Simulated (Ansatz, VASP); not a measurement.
Pd: VASP beside Ansatz

INCAR

```
PREC = Accurate
ENCUT = 520
EDIFF = 1E-6
ISMEAR = -1
SIGMA = 0.05
LREAL = False
LASPH = True
NELM = 150
ALGO = Normal
ISIF = 2
LWAVE = False
LCHARG = False
ISPIN = 2
MAGMOM = 0.422 0.422
LORBIT = 11
LMAXMIX = 4
NBANDS = 21
```

File KPOINTS:

```
Automatic mesh
0
Gamma
  11 11 11
```

File POSCAR:

```
Pd
1.0
    0.0000000000      2.9154234704      2.9154234704
    2.9154234704      0.0000000000      2.9154234704
    2.9154234704      2.9154234704      0.0000000000
Pd
2
Direct
    0.1250000000      0.1250000000      0.1250000000
    0.8750000000      0.8750000000      0.8750000000
```

Input for Ansatz:

```yaml
crystal:
  lattice:
    - [0.0, 2.9154234704, 2.9154234704]
    - [2.9154234704, 0.0, 2.9154234704]
    - [2.9154234704, 2.9154234704, 0.0]
  atoms:
    - { symbol: Pd, position: [0.125, 0.125, 0.125], spin: 0.422 }
    - { symbol: Pd, position: [0.875, 0.875, 0.875], spin: 0.422 }
hamiltonian:
  xc: lda
  pseudopotentials:
    kind: paw
    azcp:
      Pd: "pseudopotentials/Pd.paw.azcp"
basis:
  ecutwfc: 420
  fft_grid_basis: typed
kpoints:
  mp_grid: { grid: [11, 11, 11], shift: [0, 0, 0] }
magnetization:
  spin_polarized: true
scf:
  occupations: { method: fermi_dirac, width: 0.05 }
  lower_state_search: "off"
output:
  stress: true
```

Alike in both runs: task single point; functional LDA; k mesh 11 × 11 × 11; occupations fermi-dirac, width 0.05 eV; collinear spin.

```csv
,VASP,Ansatz
version,VASP 6.6.1,Ansatz 0.2.0
potentials or method,"VASP PAW LDA potentials, release 64 (Pd), cutoff 520 eV","plane waves (420 eV) with PAW, scalar-relativistic"
valence electrons in the cell,20,36
```

VASP gave:

* pressure (GPa): -8.0
* net moment per atom (μB): 0.42
* size of the moment on the site where the two differ most (μB): 0.41

Question: Which values does Ansatz return?

Answer: Pressure (GPa): -8.0; net moment per atom (μB): 0.45; size of the moment on the site where the two differ most (μB): 0.43.

Ansatz warns that its potentials were made for another functional, while VASP's fit it. LDA's correlation is that of Perdew and Zunger in VASP and of Perdew and Wang (1992) in Ansatz. Site moments also hang on the region over which each program counts them. VASP's potentials hold 20 valence electrons a cell and Ansatz's 36, so a difference there can come from the potentials and not from the codes. Ansatz's warnings: stability check not made.
